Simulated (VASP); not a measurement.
Here is a VASP 6.6.1 calculation.

File INCAR:

```
SYSTEM = La
PREC = Accurate
ENCUT = 520
EDIFF = 1E-6
ISMEAR = -1
SIGMA = 0.08
LREAL = .FALSE.
LASPH = .TRUE.
NELM = 100
ALGO = Normal
ISIF = 2
LWAVE = .FALSE.
LCHARG = .TRUE.
GGA = PE
LELF = .TRUE.
LVHAR = .TRUE.
NBANDS = 12
```

The input KPOINTS:

```
regular mesh
0
G
  12 12 11
  0 0 0
```

The input POSCAR:

```
La
1.0
    3.0109537049      0.0000000000      0.0000000000
   -1.5054768525      2.6075623980      0.0000000000
    0.0000000000      0.0000000000      2.8235685632
La
1
Direct
    0.0000000000      0.0000000000      0.0000000000
```

Potentials or basis: VASP PAW PBE potentials, release 64 (La).

Run with:

```bash
$ cat potpaw_PBE.64/La/POTCAR > POTCAR
$ mpirun -np 1 vasp_std > vasp.out
```

What does it give for the pressure?

30.1 GPa.

Stress tensor (GPa, compression positive):
```
30.21  0.00  0.00
 0.00 30.21  0.00
 0.00  0.00 29.77
```
